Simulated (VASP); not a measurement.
# Pd (Im-3m) in VASP: a series of runs, part 2 of 2

VASP 6.6.1.

## (5) Single point, r2SCAN (14.93 Å³/atom)

This run uses another cell than the first one, of 14.93 Å³/atom.

Contents of POSCAR:

```
Pd
1.0
   -1.5510313546      1.5510313546      1.5510313546
    1.5510313546     -1.5510313546      1.5510313546
    1.5510313546      1.5510313546     -1.5510313546
Pd
1
Direct
    0.0000000000      0.0000000000      0.0000000000
```

Contents of INCAR.step1:

```
PREC     = Accurate       # precision mode
ENCUT    = 550            # plane-wave cutoff, eV
ISMEAR   = -1             # smearing method
SIGMA    = 0.05           # smearing width, eV
LREAL    = F              # projectors in reciprocal space
LASPH    = T              # aspherical terms in the spheres
NELM     = 120            # most SCF steps
NBANDS   = 11             # bands
GGA      = PE             # functional
ALGO     = Normal         # electronic algorithm
EDIFF    = 1E-5           # SCF threshold, eV
LWAVE    = T              # write WAVECAR
LCHARG   = F              # write CHGCAR
GGA_COMPAT= F
```

Contents of INCAR.step2:

```
PREC     = Accurate       # precision mode
ENCUT    = 550            # plane-wave cutoff, eV
EDIFF    = 1E-6           # SCF threshold, eV
ISMEAR   = -1             # smearing method
SIGMA    = 0.05           # smearing width, eV
LREAL    = F              # projectors in reciprocal space
LASPH    = T              # aspherical terms in the spheres
NELM     = 120            # most SCF steps
ALGO     = Normal         # electronic algorithm
ISIF     = 2              # what is computed and relaxed
LWAVE    = F              # write WAVECAR
LCHARG   = F              # write CHGCAR
METAGGA  = R2SCAN         # meta-GGA
LMIXTAU  = T            
NBANDS   = 11             # bands
ISTART   = 1            
GGA_COMPAT= F
```

Contents of KPOINTS:

```
regular mesh
0
Gamma
  12 12 12
```

Potentials or basis: VASP PAW PBE potentials, release 64 (Pd).

Command:

```bash
$ cat potpaw_PBE.64/Pd/POTCAR > POTCAR
$ cp INCAR.step1 INCAR
$ mpirun -np 1 vasp_std > vasp.out
$ cp INCAR.step2 INCAR
$ mpirun -np 1 vasp_std > vasp.out
```

OUTCAR:

```text
PREC = Accurate
   ENCUT = 550
   EDIFF = 1E-6
   ISMEAR = -1
   LREAL = F
   LASPH = T
   NELM = 120
   ISIF = 2
   METAGGA = R2SCAN
   ISTART = 1

 ion  position               nearest neighbor table
   1  0.000  0.000  0.000-

  LATTYP: Found a body centered cubic cell.
 ALAT       =     3.1020627092

  Lattice vectors:

 A1 = (  -1.5510313546,   1.5510313546,   1.5510313546)
 A2 = (   1.5510313546,  -1.5510313546,   1.5510313546)
 A3 = (   1.5510313546,   1.5510313546,  -1.5510313546)

Analysis of symmetry for initial positions (statically):
=====================================================================
 Subroutine PRICEL returns:
 Original cell was already a primitive cell.

 Routine SETGRP: Setting up the symmetry group for a
 body centered cubic supercell.

 Subroutine GETGRP returns: Found 48 space group operations
 (whereof 48 operations were pure point group operations)
 out of a pool of 48 trial point group operations.

The static configuration has the point symmetry O_h .

Analysis of symmetry for dynamics (positions and initial velocities):
=====================================================================
 Subroutine PRICEL returns:
 Original cell was already a primitive cell.

 Routine SETGRP: Setting up the symmetry group for a
 body centered cubic supercell.

 Subroutine GETGRP returns: Found 48 space group operations
 (whereof 48 operations were pure point group operations)
 out of a pool of 48 trial point group operations.

The dynamic configuration has the point symmetry O_h .

 Subroutine INISYM returns: Found 48 space group operations
 (whereof 48 operations are pure point group operations),
 and found     1 'primitive' translations

----------------------------------------------------------------------------------------

                                     Primitive cell

  volume of cell :      14.9253

  direct lattice vectors                    reciprocal lattice vectors
    -1.551031355  1.551031355  1.551031355     0.000000000  0.322366146  0.322366146
     1.551031355 -1.551031355  1.551031355     0.322366146  0.000000000  0.322366146
     1.551031355  1.551031355 -1.551031355     0.322366146  0.322366146  0.000000000

  length of vectors
     2.686465110  2.686465110  2.686465110     0.455894576  0.455894576  0.455894576

  position of ions in fractional coordinates (direct lattice)
     0.000000000  0.000000000  0.000000000

  ion indices of the primitive-cell ions
   primitive index   ion index
                 1           1

----------------------------------------------------------------------------------------

 KPOINTS: regular mesh

Automatic generation of k-mesh.
 Grid dimensions read from file:
 generate k-points for:   12   12   12

 Generating k-lattice:

  Cartesian coordinates                     Fractional coordinates (reciprocal lattice)
     0.000000000  0.026863845  0.026863845     0.083333333  0.000000000  0.000000000
     0.026863845  0.000000000  0.026863845     0.000000000  0.083333333  0.000000000
     0.026863845  0.026863845  0.000000000     0.000000000  0.000000000  0.083333333

  Length of vectors
     0.037991215  0.037991215  0.037991215

  Shift w.r.t. Gamma in fractional coordinates (k-lattice)
     0.000000000  0.000000000  0.000000000

 Subroutine IBZKPT returns following result:
 ===========================================

 Found     72 irreducible k-points:

 Following reciprocal coordinates:
            Coordinates               Weight
  0.000000  0.000000  0.000000      1.000000
  0.083333  0.000000  0.000000     12.000000
  0.166667  0.000000  0.000000     12.000000
  0.250000  0.000000  0.000000     12.000000
  0.333333  0.000000  0.000000     12.000000
  0.416667  0.000000  0.000000     12.000000
[... 16 lines left out ...]
  0.333333  0.083333  0.083333     24.000000
  0.416667  0.083333  0.083333     12.000000
 [... further k-points ...]
   k-points           NKPTS =     72   k-points in BZ     NKDIM =     72   number of bands    NBANDS=     11
   number of dos      NEDOS =    301   number of ions     NIONS =      1
   total plane-waves  NPLWV =  13824
   dimension x,y,z NGX =    24 NGY =   24 NGZ =   24
   dimension x,y,z NGXF=    48 NGYF=   48 NGZF=   48
   ions per type =               1
   NGX,Y,Z   is equivalent  to a cutoff of  14.85, 14.85, 14.85 a.u.
   NGXF,Y,Z  is equivalent  to a cutoff of  29.70, 29.70, 29.70 a.u.
 SYSTEM =  unknown system
   PREC   = accura    normal or accurate (medium, high low for compatibility)
   ISTART =      1    job   : 0-new  1-cont  2-samecut
   ICHARG =      0    charge: 1-file 2-atom 10-const
   ISPIN  =      1    spin polarized calculation?
   LNONCOLLINEAR =      F non collinear calculations
   LSORBIT =      F    spin-orbit coupling
   LASPH  =      T    aspherical Exc in radial PAW
   ENCUT  =  550.0 eV  40.42 Ry    6.36 a.u.   5.14  5.14  5.14*2*pi/ulx,y,z
   NELM   =    120;   NELMIN=  2; NELMDL=  0     # of ELM steps
   EDIFF  = 0.1E-05   stopping-criterion for ELM
   LREAL  =      F    real-space projection
   EDIFFG = 0.1E-04   stopping-criterion for IOM
   NSW    =      0    number of steps for IOM
   IBRION =     -1    ionic relax: 0-MD 1-quasi-New 2-CG
   NFREE  =      0    steps in history (QN), initial steepest desc. (CG)
   ISIF   =      2    stress and relaxation
   ISYM   =      2    0-nonsym 1-usesym 2-fastsym
   POTIM  = 0.5000    time-step for ionic-motion
   TEBEG  =    0.0;   TEEND  =   0.0 temperature during run
   PSTRESS=    0.0 pullay stress
   NELECT =      10.0000    total number of electrons
   NUPDOWN=      -1.0000    fix difference up-down
   EMIN   =  10.00;   EMAX   =-10.00  energy-range for DOS
   EFERMI =   0.00;   METHOD = LEGACY
   ISMEAR =    -1;   SIGMA  =   0.05  broadening in eV -4-tet -1-fermi 0-gaus
   EFERMI_NEDOS =   21; number of points for ismear=-14 and -15
   IALGO  =     38    algorithm
   IMIX   =      4    mixing-type and parameters
     AMIX     =   0.40;   BMIX     =  1.00
     AMIX_MAG =   1.60;   BMIX_MAG =  1.00
  volume/ion in A,a.u.               =      14.93       100.72
  Fermi-wavevector in a.u.,A,eV,Ry     =   1.432521  2.707072 27.920729  2.052116
  Thomas-Fermi vector in A             =   2.552139
   LORBIT       =      0    0 simple, 1 ext, 2 COOP (PROOUT), +10 PAW based schemes
   METAGGA = R2SCAN    functional components
   LHFCALC =     F    Hartree Fock is set to
   AEXX    =    0.0000 exact exchange contribution
   IVDW    =     0    specifies the selected vdW correction
   LEPSILON=     F    determine dielectric tensor
   LRPA    =     F    only Hartree local field effects (RPA)
 non-spin polarized calculation
  energy-cutoff  :      550.00
  volume of cell :       14.93
 maximum number of plane-waves:       466
 NGX is ok and might be reduce to    24
   NGX = 11   NGY = 11   NGZ = 11

 number of electron      10.0000000 magnetization

 Free energy of the ion-electron system (eV)
  ---------------------------------------------------
  ext. energy  EPLUGINS =         0.00000000
  ---------------------------------------------------
  free energy    TOTEN  =       -22.91152153 eV

  energy without entropy =      -22.90216413  energy(sigma->0) =      -22.90684283

 E-fermi :   9.4116     XC(G=0): -14.0304

 val. band max:        9.3965853553   @ k =  -0.4167   0.4167   0.4167
 cond. band min:       9.4908425903   @ k =  -0.4167   0.4167   0.2500
 fundamental gap:      0.0942572350
 Fermi energy:         9.4115850176

 k-point     1 :       0.0000    0.0000    0.0000
  band No.  band energies     occupation
      1       2.3369      2.00000
      2       6.4188      2.00000
      3       6.4188      2.00000
      4       6.4188      2.00000
      5       8.3891      2.00000
      6       8.3891      2.00000
      7      29.7543      0.00000
      8      29.7543      0.00000
      9      29.7543      0.00000
     10      32.0397      0.00000
     11      38.4307      0.00000
[... 309 lines left out ...]
 k-point    24 :       0.4167    0.0833    0.0833
  band No.  band energies     occupation
      1       4.4571      2.00000
      2       5.2105      2.00000
      3       8.3692      2.00000
      4       8.4150      2.00000
      5       8.6373      2.00000
      6      13.2693      0.00000
      7      17.6625      0.00000
      8      24.6270      0.00000
      9      25.6256      0.00000
     10      32.0662      0.00000
     11      35.0057      0.00000

 [... further k-points ...]

------------------------ aborting loop because EDIFF is reached ----------------------------------------

  FORCE on cell =-STRESS in cart. coord.  units (eV):
  Direction    XX          YY          ZZ          XY          YZ          ZX
  --------------------------------------------------------------------------------------
  -------------------------------------------------------------------------------------
  Total        0.1732187      0.1732187      0.1732187      0.0000000     -0.0000000      0.0000000
  in kB       18.5944588     18.5944588     18.5944588      0.0000000     -0.0000000      0.0000000
  external PRESSURE =      18.5944588 kB  Pullay stress =       0.0000000 kB

 VOLUME and BASIS-vectors are now :
 -----------------------------------------------------------------------------
  energy-cutoff  :      550.00
  volume of cell :       14.93
      direct lattice vectors                 reciprocal lattice vectors
    -1.551031355  1.551031355  1.551031355     0.000000000  0.322366146  0.322366146
     1.551031355 -1.551031355  1.551031355     0.322366146  0.000000000  0.322366146
     1.551031355  1.551031355 -1.551031355     0.322366146  0.322366146  0.000000000

 POSITION                                       TOTAL-FORCE (eV/Angst)
 -----------------------------------------------------------------------------------
      0.00000      0.00000      0.00000        -0.000000      0.000000     -0.000000
 -----------------------------------------------------------------------------------
    total drift:                                0.000000      0.000000     -0.000000

  FREE ENERGIE OF THE ION-ELECTRON SYSTEM (eV)
  ---------------------------------------------------
  free  energy   TOTEN  =       -22.9115215291 eV

  energy  without entropy=      -22.9021641340  energy(sigma->0) =      -22.90684283
```

Run time: 41 s. Hardware: 1 thread of Intel Xeon Platinum 8488C (Sapphire Rapids), shared host; peak memory 0.15 GiB.

What came out:

```yaml
Free_energy: -22.9115 eV
Pressure: 1.9 GPa
Band_gap_on_the_k_mesh: zero (bands 5 and 6 overlap by 1.76 eV)
```

Caveat: the PAW data sets were made with another functional, which shifts forces and pressure a little.

## (6) Overview

| level | cell | k mesh | cutoff (eV) | grid for exact exchange (PRECFOCK) | share of exact exchange | gap on the mesh (eV) | pressure (GPa) |
| --- | --- | --- | --- | --- | --- | --- | --- |
| PBE0 | a = 2.705 Å, angles 109.5°, 1 atom | 6 × 6 × 6 | 520 | Normal | 0.25 | none | -3.8 |
| PBE0 | a = 2.723 Å, angles 109.5°, 1 atom | 6 × 6 × 6 | 520 | Normal | 0.25 | none | -6.9 |
| PBE0 | a = 2.741 Å, angles 109.5°, 1 atom | 6 × 6 × 6 | 520 | Normal | 0.25 | none | -9.5 |
| r2SCAN | a = 2.686 Å, angles 109.5°, 1 atom | 12 × 12 × 12 | 550 | - | - | none | 1.9 |

Alike in all rows: task single point; potentials or basis VASP PAW PBE potentials, release 64 (Pd); no spin polarisation; smearing fermi-dirac 0.05 eV.

Caveats: some runs use coarse meshes; the PAW data sets were made with another functional, which shifts forces and pressure a little.

Total energies depend on the potentials used, so only differences within one code and one set of settings carry meaning.
